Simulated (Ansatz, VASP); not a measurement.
**MgH2: VASP beside Ansatz**

Contents of INCAR:

```
SYSTEM = MgH2
PREC = Accurate ; ENCUT = 520
EDIFF = 1E-7 ; ISMEAR = 0
SIGMA = 0.1 ; LREAL = .False.
LASPH = .True. ; NELM = 80
ALGO = Normal ; ISIF = 2
LWAVE = .False. ; LCHARG = .False.
GGA = PE ; NBANDS = 20
```

Contents of KPOINTS:

```
regular mesh
0
Gamma
  4 4 4
  0 0 0
```

File POSCAR:

```
MgH2
1.0
   -3.8083365922      3.8083365922      0.0000000000
    3.8083365922      3.8083365922      0.0000000000
    1.9041682961     -1.9041682961     -4.7322955713
Mg H
4 8
Direct
    0.5000000000      0.5000000000      0.0000000000
    0.0000000000      0.0000000000      0.0000000000
    1.0000000000      0.2500000000      0.5000000000
    0.5000000000      0.7500000000      0.5000000000
    0.2100830455      1.0000000000      0.4201660909
    0.7100830455      0.5000000000      0.4201660909
    0.7899169545      0.2500000000      0.0798339091
    0.2899169545      0.7500000000      0.0798339091
    0.2100830455      0.2500000000      0.9201660909
    0.7100830455      0.7500000000      0.9201660909
    0.7899169545      1.0000000000      0.5798339091
    0.2899169545      0.5000000000      0.5798339091
```

Input for Ansatz:

```yaml
crystal:
  lattice:
    - [-3.8083365922, 3.8083365922, 0.0]
    - [3.8083365922, 3.8083365922, 0.0]
    - [1.9041682961, -1.9041682961, -4.7322955713]
  atoms:
    - { symbol: Mg, position: [0.5, 0.5, 0.0] }
    - { symbol: Mg, position: [0.0, 0.0, 0.0] }
    - { symbol: Mg, position: [1.0, 0.25, 0.5] }
    - { symbol: Mg, position: [0.5, 0.75, 0.5] }
    - { symbol: H, position: [0.2100830455, 1.0, 0.4201660909] }
    - { symbol: H, position: [0.7100830455, 0.5, 0.4201660909] }
    - { symbol: H, position: [0.7899169545, 0.25, 0.0798339091] }
    - { symbol: H, position: [0.2899169545, 0.75, 0.0798339091] }
    - { symbol: H, position: [0.2100830455, 0.25, 0.9201660909] }
    - { symbol: H, position: [0.7100830455, 0.75, 0.9201660909] }
    - { symbol: H, position: [0.7899169545, 1.0, 0.5798339091] }
    - { symbol: H, position: [0.2899169545, 0.5, 0.5798339091] }
basis:
  ecutwfc: 420
kpoints:
  mp_grid: { grid: [4, 4, 4] }
hamiltonian:
  xc: pbe
scf:
  occupations: { method: gaussian, width: 0.1 }
  lower_state_search: "off"
output:
  forces: true
  stress: true
  eigenvalues: true
```

Alike in both runs: task single point; functional PBE; k mesh 4 × 4 × 4; occupations gaussian, width 0.1 eV; no spin polarisation.

|  | VASP | Ansatz |
| --- | --- | --- |
| version | VASP 6.6.1 | Ansatz 0.2.0 |
| potentials or method | VASP PAW PBE potentials, release 64 (Mg, H), cutoff 520 eV | scalar-relativistic, plane waves, PAW |
| valence electrons in the cell | 16 | 48 |

Ansatz gave:

```
gap on the k mesh at the Fermi level (eV)                     : 3.52
least direct gap on the mesh (eV)                             : 3.57
pressure (GPa)                                                : 0.0
traceless stress, the component that is largest in VASP (GPa) : -0.03
```

**Question.** What did VASP give for the same quantities?

**Answer.** gap on the k mesh at the Fermi level (eV): 3.50; least direct gap on the mesh (eV): 3.56; pressure (GPa): -0.2; traceless stress, the component that is largest in VASP (GPa): -0.05.

With one functional, cell and mesh, what is left measures potentials, basis and numerics. VASP's potentials hold 16 valence electrons a cell and Ansatz's 48, so a difference there can come from the potentials and not from the codes.
